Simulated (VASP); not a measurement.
Wanted: the native input for a VASP 6.6.1 run.

* Task: single point
* Functional: LDA
* Potentials or basis: VASP PAW LDA potentials, release 64 (Bi_d, Te)
* Cutoff: 520 eV
* k mesh: 7 × 7 × 7
* Occupations: fermi-dirac, width 0.05 eV
* Spin: no spin polarisation
* Dipole correction: no
* Further INCAR settings: ALGO = Normal; EDIFF = 1e-06; NBANDS = 18

The structure of BiTe lies in POSCAR:

```
BiTe
1.0
    0.0000000000      3.1782529561      3.1782529561
    3.1782529561      0.0000000000      3.1782529561
    3.1782529561      3.1782529561      0.0000000000
Bi Te
1 1
Direct
    0.0000000000      0.0000000000      0.0000000000
    0.5000000000      0.5000000000      0.5000000000
```

The input as run:

INCAR

```
PREC = Accurate ; ENCUT = 520
EDIFF = 1E-6 ; ISMEAR = -1
SIGMA = 0.05 ; LREAL = False
LASPH = True ; NELM = 60
ALGO = Normal ; ISIF = 2
LWAVE = False ; LCHARG = True
GGA = CA ; LELF = True
LVHAR = True ; NBANDS = 18
```

KPOINTS

```
regular mesh
0
Gamma
  7 7 7
```

Potentials or basis: VASP PAW LDA potentials, release 64 (Bi_d, Te).

Run with:

```sh
$ cat potpaw_LDA.64/Bi_d/POTCAR potpaw_LDA.64/Te/POTCAR > POTCAR
$ mpirun -np 1 vasp_std > vasp.out
```

Results of the run:

- Pressure: 0.1 GPa

Run time: 12 s on 1 thread of Intel(R) Xeon(R) Platinum 8488C (Sapphire Rapids) (shared host), peak memory 0.17 GiB.
